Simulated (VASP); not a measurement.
# TiNi (P4/mmm) in VASP: notebook

Runs on TiNi. Level: PBEsol. Tasks: single point.

Program: VASP 6.6.1. These are calculated values, not measurements. Logs are shortened: lines on timing, memory, paths and dates and some standing lists are left out, and cuts for length are marked.

### 1 The cell of the first run

Symmetry: P4/mmm, No. 123, tetragonal system. The conventional cell has a = 2.949 Å, b = 2.949 Å, c = 3.015 Å, α = 90.00°, β = 90.00°, γ = 90.00°. Within 3.4 Å of Ti (site symmetry 4/mmm) lie 8 Ni at 2.57 Å and 6 Ti at 2.95 to 3.02 Å. Within 3.4 Å of Ni (site symmetry 4/mmm) lie 8 Ti at 2.57 Å and 6 Ni at 2.95 to 3.02 Å.

### 2 Single point, PBEsol (uniaxial strain along c: +1.5 %, then relaxed in part)

File INCAR:

```
ALGO = All
EDIFF = 1E-6
ENCUT = 550
GGA = PS
GGA_COMPAT = F
ISEARCH = 1
ISIF = 2
ISMEAR = 0
KPAR = 4
LASPH = T
LCHARG = F
LREAL = F
LWAVE = F
NBANDS = 18
NELM = 300
PREC = Accurate
SIGMA = 0.1
```

File KPOINTS:

```
k-points
0
Gamma
  18 18 18
```

File POSCAR:

```
TiNi
1.0
    2.9490318580      0.0000000000      0.0000000000
    0.0000000000      2.9490318580      0.0000000000
    0.0000000000      0.0000000000      3.0154340723
Ti Ni
1 1
Direct
    0.5000000000      0.5000000000      0.5000000000
    0.0000000000      0.0000000000      0.0000000000
```

Potentials or basis: VASP PAW PBE potentials, release 64 (Ti_sv, Ni).

Run with:

```console
$ cat potpaw_PBE.64/Ti_sv/POTCAR potpaw_PBE.64/Ni/POTCAR > POTCAR
$ mpirun -np 4 vasp_std > vasp.out
```

OUTCAR:

```text
EDIFF = 1E-6
   ENCUT = 550
   GGA = PS
   ISIF = 2
   ISMEAR = 0
   LASPH = T
   LREAL = F
   NELM = 300
   PREC = Accurate

 ion  position               nearest neighbor table
   1  0.500  0.500  0.500-   2 2.57   2 2.57   2 2.57   2 2.57   2 2.57   2 2.57   2 2.57   2 2.57

   2  0.000  0.000  0.000-   1 2.57   1 2.57   1 2.57   1 2.57   1 2.57   1 2.57   1 2.57   1 2.57

  LATTYP: Found a simple tetragonal cell.
 ALAT       =     2.9490318580
 C/A-ratio  =     1.0225166148

  Lattice vectors:

 A1 = (   2.9490318580,   0.0000000000,   0.0000000000)
 A2 = (   0.0000000000,   2.9490318580,   0.0000000000)
 A3 = (   0.0000000000,   0.0000000000,   3.0154340723)

Analysis of symmetry for initial positions (statically):
=====================================================================
 Subroutine PRICEL returns:
 Original cell was already a primitive cell.

 Routine SETGRP: Setting up the symmetry group for a
 simple tetragonal supercell.

 Subroutine GETGRP returns: Found 16 space group operations
 (whereof 16 operations were pure point group operations)
 out of a pool of 16 trial point group operations.

The static configuration has the point symmetry D_4h.

Analysis of symmetry for dynamics (positions and initial velocities):
=====================================================================
 Subroutine PRICEL returns:
 Original cell was already a primitive cell.

 Routine SETGRP: Setting up the symmetry group for a
 simple tetragonal supercell.

 Subroutine GETGRP returns: Found 16 space group operations
 (whereof 16 operations were pure point group operations)
 out of a pool of 16 trial point group operations.

The dynamic configuration has the point symmetry D_4h.

 Subroutine INISYM returns: Found 16 space group operations
 (whereof 16 operations are pure point group operations),
 and found     1 'primitive' translations

----------------------------------------------------------------------------------------

                                     Primitive cell

  volume of cell :      26.2246

  direct lattice vectors                    reciprocal lattice vectors
     2.949031858  0.000000000  0.000000000     0.339094336  0.000000000  0.000000000
[... 81 lines left out ...]
   LNONCOLLINEAR =      F non collinear calculations
   LSORBIT =      F    spin-orbit coupling
   LASPH  =      T    aspherical Exc in radial PAW
   ENCUT  =  550.0 eV  40.42 Ry    6.36 a.u.   5.64  5.64  5.77*2*pi/ulx,y,z
   NELM   =    300;   NELMIN=  2; NELMDL= -5     # of ELM steps
   EDIFF  = 0.1E-05   stopping-criterion for ELM
   LREAL  =      F    real-space projection
   EDIFFG = 0.1E-04   stopping-criterion for IOM
   NSW    =      0    number of steps for IOM
   IBRION =     -1    ionic relax: 0-MD 1-quasi-New 2-CG
   NFREE  =      0    steps in history (QN), initial steepest desc. (CG)
   ISIF   =      2    stress and relaxation
   ISYM   =      2    0-nonsym 1-usesym 2-fastsym
   POTIM  = 0.5000    time-step for ionic-motion
   TEBEG  =    0.0;   TEEND  =   0.0 temperature during run
   PSTRESS=    0.0 pullay stress
   NELECT =      22.0000    total number of electrons
   NUPDOWN=      -1.0000    fix difference up-down
   EMIN   =  10.00;   EMAX   =-10.00  energy-range for DOS
   EFERMI =   0.00;   METHOD = LEGACY
   ISMEAR =     0;   SIGMA  =   0.10  broadening in eV -4-tet -1-fermi 0-gaus
   EFERMI_NEDOS =   21; number of points for ismear=-14 and -15
   IALGO  =     58    algorithm
   IMIX   =      4    mixing-type and parameters
     AMIX     =   0.40;   BMIX     =  1.00
     AMIX_MAG =   1.60;   BMIX_MAG =  1.00
  volume/ion in A,a.u.               =      13.11        88.49
  Fermi-wavevector in a.u.,A,eV,Ry     =   1.543996  2.917729 32.435245  2.383923
  Thomas-Fermi vector in A             =   2.649580
   LORBIT       =      0    0 simple, 1 ext, 2 COOP (PROOUT), +10 PAW based schemes
   GGA     = PS    functional components
   LHFCALC =     F    Hartree Fock is set to
   AEXX    =    0.0000 exact exchange contribution
   IVDW    =     0    specifies the selected vdW correction
   LEPSILON=     F    determine dielectric tensor
   LRPA    =     F    only Hartree local field effects (RPA)
 non-spin polarized calculation
 Gauss-broadening in eV      SIGMA  =   0.10
  energy-cutoff  :      550.00
  volume of cell :       26.22
 maximum number of plane-waves:       788
 NGX is ok and might be reduce to    24
   NGX = 11   NGY = 11   NGZ = 11

 number of electron      21.9999994 magnetization

 Free energy of the ion-electron system (eV)
  ---------------------------------------------------
  ext. energy  EPLUGINS =         0.00000000
  ---------------------------------------------------
  free energy    TOTEN  =       -15.21009570 eV

  energy without entropy =      -15.19670130  energy(sigma->0) =      -15.20339850

 E-fermi :   9.6940     XC(G=0): -12.7570

 val. band max:        9.6936987850   @ k =   0.3333   0.1111   0.1111
 cond. band min:       9.6976069140   @ k =   0.4444   0.3889   0.0000
 fundamental gap:      0.0039081291
 Fermi energy:         9.6939963782

 k-point     1 :       0.0000    0.0000    0.0000
  band No.  band energies     occupation
      1     -47.2152      2.00000
      2     -23.4275      2.00000
      3     -23.3912      2.00000
      4     -23.3912      2.00000
      5       1.7794      2.00000
      6       5.6742      2.00000
[... 481 lines left out ...]
      5       3.9966      2.00000
      6       6.2977      2.00000
[... 10 lines left out ...]
     17      20.8395      0.00000
     18      22.1904      0.00000

 [... further k-points ...]

------------------------ aborting loop because EDIFF is reached ----------------------------------------

  FORCE on cell =-STRESS in cart. coord.  units (eV):
  Direction    XX          YY          ZZ          XY          YZ          ZX
  --------------------------------------------------------------------------------------
  -------------------------------------------------------------------------------------
  Total       -0.0279516     -0.0279516     -0.0984163      0.0000000      0.0000000     -0.0000000
  in kB       -1.7076875     -1.7076875     -6.0126932      0.0000000      0.0000000     -0.0000000
  external PRESSURE =      -3.1426894 kB  Pullay stress =       0.0000000 kB

 VOLUME and BASIS-vectors are now :
 -----------------------------------------------------------------------------
  energy-cutoff  :      550.00
  volume of cell :       26.22
      direct lattice vectors                 reciprocal lattice vectors
     2.949031858  0.000000000  0.000000000     0.339094336  0.000000000  0.000000000
     0.000000000  2.949031858  0.000000000     0.000000000  0.339094336  0.000000000
     0.000000000  0.000000000  3.015434072     0.000000000  0.000000000  0.331627214

 POSITION                                       TOTAL-FORCE (eV/Angst)
 -----------------------------------------------------------------------------------
      1.47452      1.47452      1.50772         0.000000      0.000000      0.000000
      0.00000      0.00000      0.00000         0.000000      0.000000      0.000000
 -----------------------------------------------------------------------------------
    total drift:                                0.000000      0.000000     -0.000000

  FREE ENERGIE OF THE ION-ELECTRON SYSTEM (eV)
  ---------------------------------------------------
  free  energy   TOTEN  =       -15.2100957022 eV

  energy  without entropy=      -15.1967006931  energy(sigma->0) =      -15.20339820
```

stdout:

```text
POSCAR found type information on POSCAR TiNi
 POSCAR found :  2 types and       2 ions
 scaLAPACK will be used
 -----------------------------------------------------------------------------
|                                                                             |
|                                                                             |
[... 41 lines left out ...]
 gam= 0.229 trial= 0.375  step=  0.5452 mean=  0.3749
 gam= 0.590 g(H,U,f)=  0.398E-05 0.159E-05 0.731E-07 ort(H,U,f) = 0.146E-06-0.152E-06 0.483E-07
 gam= 0.590 trial= 0.392  step=  0.2771 mean=  0.3919
 gam= 0.553 g(H,U,f)=  0.171E-05 0.130E-05 0.110E-06 ort(H,U,f) = 0.128E-05-0.104E-05-0.106E-06
 gam= 0.553 trial= 0.380  step=  0.4356 mean=  0.3804
 final diagonalization occupied
```

Run time: 59 s. Hardware: 4 MPI ranks of AMD EPYC 7R13 (Zen 3), shared host; peak memory 0.6 GiB.

What came out:

* Free energy: -15.2101 eV
* Pressure: -0.3 GPa
* Band gap on the k mesh: zero (bands 11 and 12 overlap by 1.88 eV)

Stress tensor (GPa, compression positive):
```
-0.17  0.00  0.00
 0.00 -0.17  0.00
 0.00  0.00 -0.60
```

Caveat: the cell differs from its parent crystal (uniaxial strain along c: +1.5 %, then relaxed in part); the PAW data sets were made with another functional, which shifts forces and pressure a little. Spin polarisation is off, so any magnetic state and its effect on volume and gap are missing.

### 3 Single point, PBEsol (uniaxial strain along c: +3.0 %, then relaxed in part)

File INCAR:

```
  PREC = Accurate
  ENCUT = 550
  EDIFF = 1E-6
  ISMEAR = 0
  SIGMA = 0.1
  LREAL = False
  LASPH = True
  NELM = 300
  ALGO = All
  ISIF = 2
  LWAVE = False
  LCHARG = False
  GGA = PS
  NBANDS = 18
  GGA_COMPAT = False
  ISEARCH = 1
  KPAR = 4
```

File KPOINTS:

```
regular mesh
0
Gamma
  18 18 18
```

File POSCAR:

```
TiNi
1.0
    2.9290863294      0.0000000000      0.0000000000
    0.0000000000      2.9290863294      0.0000000000
    0.0000000000      0.0000000000      3.0599971374
Ti Ni
1 1
Direct
    0.5000000000      0.5000000000      0.5000000000
    0.0000000000      0.0000000000      0.0000000000
```

Potentials or basis: VASP PAW PBE potentials, release 64 (Ti_sv, Ni).

Run with:

```console
$ cat potpaw_PBE.64/Ti_sv/POTCAR potpaw_PBE.64/Ni/POTCAR > POTCAR
$ mpirun -np 4 vasp_std > vasp.out
```

OUTCAR:

```text
PREC = Accurate
   ENCUT = 550
   EDIFF = 1E-6
   ISMEAR = 0
   LREAL = False
   LASPH = True
   NELM = 300
   ISIF = 2
   GGA = PS

 ion  position               nearest neighbor table
   1  0.500  0.500  0.500-   2 2.58   2 2.58   2 2.58   2 2.58   2 2.58   2 2.58   2 2.58   2 2.58

   2  0.000  0.000  0.000-   1 2.58   1 2.58   1 2.58   1 2.58   1 2.58   1 2.58   1 2.58   1 2.58

  LATTYP: Found a simple tetragonal cell.
 ALAT       =     2.9290863294
 C/A-ratio  =     1.0446933935

  Lattice vectors:

 A1 = (   2.9290863294,   0.0000000000,   0.0000000000)
 A2 = (   0.0000000000,   2.9290863294,   0.0000000000)
 A3 = (   0.0000000000,   0.0000000000,   3.0599971374)

Analysis of symmetry for initial positions (statically):
=====================================================================
 Subroutine PRICEL returns:
 Original cell was already a primitive cell.

 Routine SETGRP: Setting up the symmetry group for a
 simple tetragonal supercell.

 Subroutine GETGRP returns: Found 16 space group operations
 (whereof 16 operations were pure point group operations)
 out of a pool of 16 trial point group operations.

The static configuration has the point symmetry D_4h.

Analysis of symmetry for dynamics (positions and initial velocities):
=====================================================================
 Subroutine PRICEL returns:
 Original cell was already a primitive cell.

 Routine SETGRP: Setting up the symmetry group for a
 simple tetragonal supercell.

 Subroutine GETGRP returns: Found 16 space group operations
 (whereof 16 operations were pure point group operations)
 out of a pool of 16 trial point group operations.

The dynamic configuration has the point symmetry D_4h.

 Subroutine INISYM returns: Found 16 space group operations
 (whereof 16 operations are pure point group operations),
 and found     1 'primitive' translations

----------------------------------------------------------------------------------------

                                     Primitive cell

  volume of cell :      26.2534

  direct lattice vectors                    reciprocal lattice vectors
     2.929086329  0.000000000  0.000000000     0.341403389  0.000000000  0.000000000
     0.000000000  2.929086329  0.000000000     0.000000000  0.341403389  0.000000000
     0.000000000  0.000000000  3.059997137     0.000000000  0.000000000  0.326797691

  length of vectors
     2.929086329  2.929086329  3.059997137     0.341403389  0.341403389  0.326797691

  position of ions in fractional coordinates (direct lattice)
     0.500000000  0.500000000  0.500000000
     0.000000000  0.000000000  0.000000000

  ion indices of the primitive-cell ions
   primitive index   ion index
                 1           1
                 2           2

----------------------------------------------------------------------------------------

 KPOINTS: regular mesh

Automatic generation of k-mesh.
 Grid dimensions read from file:
 generate k-points for:   18   18   18

 Generating k-lattice:

  Cartesian coordinates                     Fractional coordinates (reciprocal lattice)
     0.018966855  0.000000000  0.000000000     0.055555556  0.000000000  0.000000000
     0.000000000  0.018966855  0.000000000     0.000000000  0.055555556  0.000000000
     0.000000000  0.000000000  0.018155427     0.000000000  0.000000000  0.055555556

  Length of vectors
     0.018966855  0.018966855  0.018155427

  Shift w.r.t. Gamma in fractional coordinates (k-lattice)
     0.000000000  0.000000000  0.000000000

 Subroutine IBZKPT returns following result:
 ===========================================

 Found    550 irreducible k-points:

 Following reciprocal coordinates:
            Coordinates               Weight
  0.000000  0.000000  0.000000      1.000000
  0.055556  0.000000  0.000000      4.000000
  0.111111  0.000000  0.000000      4.000000
  0.166667  0.000000  0.000000      4.000000
  0.222222  0.000000  0.000000      4.000000
  0.277778  0.000000  0.000000      4.000000
[... 16 lines left out ...]
  0.277778  0.111111  0.000000      8.000000
  0.333333  0.111111  0.000000      8.000000
 [... further k-points ...]
   k-points           NKPTS =    550   k-points in BZ     NKDIM =    550   number of bands    NBANDS=     18
   number of dos      NEDOS =    301   number of ions     NIONS =      2
   total plane-waves  NPLWV =  13824
   dimension x,y,z NGX =    24 NGY =   24 NGZ =   24
   dimension x,y,z NGXF=    48 NGYF=   48 NGZF=   48
   ions per type =               1   1
   NGX,Y,Z   is equivalent  to a cutoff of  13.62, 13.62, 13.04 a.u.
   NGXF,Y,Z  is equivalent  to a cutoff of  27.24, 27.24, 26.08 a.u.
 SYSTEM =  unknown system
   PREC   = accura    normal or accurate (medium, high low for compatibility)
   ISTART =      0    job   : 0-new  1-cont  2-samecut
   ICHARG =      2    charge: 1-file 2-atom 10-const
   ISPIN  =      1    spin polarized calculation?
   LNONCOLLINEAR =      F non collinear calculations
   LSORBIT =      F    spin-orbit coupling
   LASPH  =      T    aspherical Exc in radial PAW
   ENCUT  =  550.0 eV  40.42 Ry    6.36 a.u.   5.60  5.60  5.85*2*pi/ulx,y,z
   NELM   =    300;   NELMIN=  2; NELMDL= -5     # of ELM steps
   EDIFF  = 0.1E-05   stopping-criterion for ELM
   LREAL  =      F    real-space projection
   EDIFFG = 0.1E-04   stopping-criterion for IOM
   NSW    =      0    number of steps for IOM
   IBRION =     -1    ionic relax: 0-MD 1-quasi-New 2-CG
   NFREE  =      0    steps in history (QN), initial steepest desc. (CG)
   ISIF   =      2    stress and relaxation
   ISYM   =      2    0-nonsym 1-usesym 2-fastsym
   POTIM  = 0.5000    time-step for ionic-motion
   TEBEG  =    0.0;   TEEND  =   0.0 temperature during run
   PSTRESS=    0.0 pullay stress
   NELECT =      22.0000    total number of electrons
   NUPDOWN=      -1.0000    fix difference up-down
   EMIN   =  10.00;   EMAX   =-10.00  energy-range for DOS
   EFERMI =   0.00;   METHOD = LEGACY
   ISMEAR =     0;   SIGMA  =   0.10  broadening in eV -4-tet -1-fermi 0-gaus
   EFERMI_NEDOS =   21; number of points for ismear=-14 and -15
   IALGO  =     58    algorithm
   IMIX   =      4    mixing-type and parameters
     AMIX     =   0.40;   BMIX     =  1.00
     AMIX_MAG =   1.60;   BMIX_MAG =  1.00
  volume/ion in A,a.u.               =      13.13        88.58
  Fermi-wavevector in a.u.,A,eV,Ry     =   1.543431  2.916662 32.411524  2.382180
  Thomas-Fermi vector in A             =   2.649095
   LORBIT       =      0    0 simple, 1 ext, 2 COOP (PROOUT), +10 PAW based schemes
   GGA     = PS    functional components
   LHFCALC =     F    Hartree Fock is set to
   AEXX    =    0.0000 exact exchange contribution
   IVDW    =     0    specifies the selected vdW correction
   LEPSILON=     F    determine dielectric tensor
   LRPA    =     F    only Hartree local field effects (RPA)
 non-spin polarized calculation
 Gauss-broadening in eV      SIGMA  =   0.10
  energy-cutoff  :      550.00
  volume of cell :       26.25
 maximum number of plane-waves:       785
 NGX is ok and might be reduce to    24
   NGX = 11   NGY = 11   NGZ = 11

 number of electron      22.0000013 magnetization

 Free energy of the ion-electron system (eV)
  ---------------------------------------------------
  ext. energy  EPLUGINS =         0.00000000
  ---------------------------------------------------
  free energy    TOTEN  =       -15.20834392 eV

  energy without entropy =      -15.19569388  energy(sigma->0) =      -15.20201890

 E-fermi :   9.6702     XC(G=0): -12.7506

 val. band max:        9.6701259037   @ k =   0.4444   0.1667   0.3333
 cond. band min:       9.6716278821   @ k =   0.5000   0.0556   0.4444
 fundamental gap:      0.0015019784
 Fermi energy:         9.6702290487

 k-point     1 :       0.0000    0.0000    0.0000
  band No.  band energies     occupation
      1     -47.2313      2.00000
      2     -23.4646      2.00000
      3     -23.3945      2.00000
      4     -23.3945      2.00000
      5       1.7699      2.00000
      6       5.6453      2.00000
[... 10 lines left out ...]
     17      18.9546      0.00000
     18      18.9546      0.00000
[... 463 lines left out ...]
 k-point    24 :       0.3333    0.1111    0.0000
  band No.  band energies     occupation
      1     -47.1967      2.00000
      2     -23.6610      2.00000
      3     -23.4383      2.00000
      4     -23.4135      2.00000
      5       4.0143      2.00000
      6       6.3118      2.00000
[... 10 lines left out ...]
     17      21.0061      0.00000
     18      21.8258      0.00000

 [... further k-points ...]

------------------------ aborting loop because EDIFF is reached ----------------------------------------

  FORCE on cell =-STRESS in cart. coord.  units (eV):
  Direction    XX          YY          ZZ          XY          YZ          ZX
  --------------------------------------------------------------------------------------
  -------------------------------------------------------------------------------------
  Total       -0.0299923     -0.0299923     -0.2045376      0.0000000      0.0000000     -0.0000000
  in kB       -1.8303558     -1.8303558    -12.4824055      0.0000000      0.0000000     -0.0000000
  external PRESSURE =      -5.3810390 kB  Pullay stress =       0.0000000 kB

 VOLUME and BASIS-vectors are now :
 -----------------------------------------------------------------------------
  energy-cutoff  :      550.00
  volume of cell :       26.25
      direct lattice vectors                 reciprocal lattice vectors
     2.929086329  0.000000000  0.000000000     0.341403389  0.000000000  0.000000000
     0.000000000  2.929086329  0.000000000     0.000000000  0.341403389  0.000000000
     0.000000000  0.000000000  3.059997137     0.000000000  0.000000000  0.326797691

 POSITION                                       TOTAL-FORCE (eV/Angst)
 -----------------------------------------------------------------------------------
      1.46454      1.46454      1.53000         0.000000      0.000000      0.000000
      0.00000      0.00000      0.00000         0.000000      0.000000      0.000000
 -----------------------------------------------------------------------------------
    total drift:                                0.000000      0.000000     -0.000000

  FREE ENERGIE OF THE ION-ELECTRON SYSTEM (eV)
  ---------------------------------------------------
  free  energy   TOTEN  =       -15.2083439161 eV

  energy  without entropy=      -15.1956946768  energy(sigma->0) =      -15.20201930
```

It took 60 s on 4 MPI ranks of Intel Xeon Platinum 8259CL at 2.50GHz (Skylake/Cascade Lake), shared host; peak memory 0.62 GiB.

What came out:

- Free energy: -15.2083 eV
- Pressure: -0.5 GPa
- Band gap on the k mesh: zero (bands 11 and 12 overlap by 1.96 eV)

Caveat: the cell differs from its parent crystal (uniaxial strain along c: +3.0 %, then relaxed in part); the PAW data sets were made with another functional, which shifts forces and pressure a little. Spin polarisation is off, so any magnetic state and its effect on volume and gap are missing.
